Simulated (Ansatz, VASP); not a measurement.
**TaN: VASP beside Ansatz**

```xyz
2
Lattice="2.9380 0.0000 0.0000 -1.4690 2.5444 0.0000 0.0000 0.0000 2.8830" Properties=species:S:1:pos:R:3 pbc="T T T"
Ta    0.0000    1.6963    1.4415
N     0.0000    0.0000    0.0000
```

Alike in both runs: task single point; functional LDA; k mesh 10 × 10 × 9; occupations fermi-dirac, width 0.05 eV; no spin polarisation.

|  | VASP | Ansatz |
| --- | --- | --- |
| version | VASP 6.6.1 | Ansatz 0.2.0 |
| potentials or method | VASP PAW LDA potentials, release 64 (Ta_pv, N), cutoff 600 eV | all-electron (LAPW or listed datasets) |

```tsv
	VASP	Ansatz	Ansatz less VASP
gap on the k mesh at the Fermi level (eV)	none	none	-
pressure (GPa)	-9.9	-11.5	-1.65
traceless stress, the component that is largest in VASP (GPa)	-0.95	-1.09	-0.140
```

LDA's correlation is that of Perdew and Zunger in VASP and of Perdew and Wang (1992) in Ansatz. A gap of «none» marks a metal or a gap that the smearing closes. Ansatz ran all-electron here, and VASP with PAW potentials.

Neither program's run includes spin-orbit coupling.
